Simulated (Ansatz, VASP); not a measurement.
**Two plane-wave programs on GaN**

The input POSCAR:

```
GaN
1.0
    0.0000000000      2.2826708204      2.2152027174
    2.2826708204      0.0000000000      2.2152027174
    2.2826708204      2.2826708204      0.0000000000
Ga N
1 1
Direct
    0.0000000000      0.0000000000      0.0000000000
    0.7500000000      0.7500000000      0.7500000000
```

INCAR.step1

```
SYSTEM = GaN
PREC     = Accurate       ! precision mode
ENCUT    = 520            ! plane-wave cutoff, eV
ISMEAR   = 0              ! smearing method
SIGMA    = 0.05           ! smearing width, eV
LREAL    = .False.        ! projectors in reciprocal space
LASPH    = .True.         ! aspherical terms in the spheres
NELM     = 80             ! most SCF steps
NBANDS   = 16             ! bands
GGA      = PE             ! functional
ALGO     = Normal         ! electronic algorithm
EDIFF    = 1E-4           ! SCF threshold, eV
LWAVE    = .True.         ! write WAVECAR
LCHARG   = .False.        ! write CHGCAR
```

INCAR.step2

```
SYSTEM = GaN
PREC     = Accurate       ! precision mode
ENCUT    = 520            ! plane-wave cutoff, eV
EDIFF    = 1E-6           ! SCF threshold, eV
ISMEAR   = 0              ! smearing method
SIGMA    = 0.05           ! smearing width, eV
LREAL    = .False.        ! projectors in reciprocal space
LASPH    = .True.         ! aspherical terms in the spheres
NELM     = 80             ! most SCF steps
ALGO     = Normal         ! electronic algorithm
ISIF     = 2              ! what is computed and relaxed
LWAVE    = .False.        ! write WAVECAR
LCHARG   = .True.         ! write CHGCAR
METAGGA  = R2SCAN         ! meta-GGA
LMIXTAU  = .True.       
LELF     = .True.         ! ELF
LVHAR    = .True.       
NBANDS   = 16             ! bands
ISTART   = 1
```

File KPOINTS:

```
regular mesh
0
Gamma
  10 10 10
  0 0 0
```

Input for Ansatz:

```yaml
crystal:
  lattice:
    - [0.0, 2.2826708204, 2.2152027174]
    - [2.2826708204, 0.0, 2.2152027174]
    - [2.2826708204, 2.2826708204, 0.0]
  atoms:
    - { symbol: Ga, position: [0.0, 0.0, 0.0] }
    - { symbol: "N", position: [0.75, 0.75, 0.75] }
basis:
  ecutwfc: 500
kpoints:
  mp_grid: { grid: [10, 10, 10] }
hamiltonian:
  xc: r2scan
scf:
  occupations: { method: gaussian, width: 0.05 }
output:
  forces: true
  stress: true
  eigenvalues: true
```

Change from the starting cell: strain +0.015 along x and y, -0.015 along z, atoms carried along.

Alike in both runs: task single point; functional r2SCAN; k mesh 10 × 10 × 10; occupations gaussian, width 0.05 eV; no spin polarisation.

|  | VASP | Ansatz |
| --- | --- | --- |
| version | VASP 6.6.1 | Ansatz 0.2.0 |
| potentials or method | VASP PAW PBE potentials, release 64 (Ga_d, N), cutoff 520 eV | scalar-relativistic, plane waves, PAW |
| valence electrons in the cell | 18 | 18 |

|  | VASP | Ansatz | Ansatz less VASP |
| --- | --- | --- | --- |
| gap on the k mesh at the Fermi level (eV) | 1.97 | 1.98 | +0.007 |
| least direct gap on the mesh (eV) | 1.97 | 1.98 | +0.007 |
| pressure (GPa) | -1.8 | -2.9 | -1.10 |
| traceless stress, the component that is largest in VASP (GPa) | 2.44 | 2.48 | +0.043 |

VASP's potentials were made for PBE, not for r2SCAN.
